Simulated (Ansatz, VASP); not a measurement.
# HfC: VASP beside Ansatz

```xyz
2
Lattice="0.0000 2.2553 2.3250 2.2553 0.0000 2.3250 2.2553 2.2553 0.0000" Properties=species:S:1:pos:R:3 pbc="T T T"
Hf    2.2553    2.2553    2.3250
C     0.0000    0.0000    0.0000
```

Change from the starting cell: equal xx and yy strain of -3 %, crystal datasets.

Alike in both runs: task electric field gradients; functional PBEsol; k mesh 15 × 15 × 15; occupations fermi-dirac, width 0.05 eV; no spin polarisation.

```csv
,VASP,Ansatz
version,VASP 6.6.1,Ansatz 0.2.0
potentials or method,"VASP PAW PBE potentials, release 64 (Hf_pv, C), cutoff 520 eV","all-electron PAW with datasets made for the crystal, scalar-relativistic"
```

|  | VASP | Ansatz | Ansatz less VASP |
| --- | --- | --- | --- |
| pressure (GPa) | 9.1 | 9.3 | +0.16 |
| traceless stress, the component that is largest in VASP (GPa) | -9.89 | -9.67 | +0.212 |
| size of Vzz on the site where it differs most (V/Å²) | 99.5 | 117.5 | +17.95 |

VASP's potentials were made for PBE, not for PBEsol. Ansatz ran all-electron here, and VASP with PAW potentials.

Neither program's run includes spin-orbit coupling.
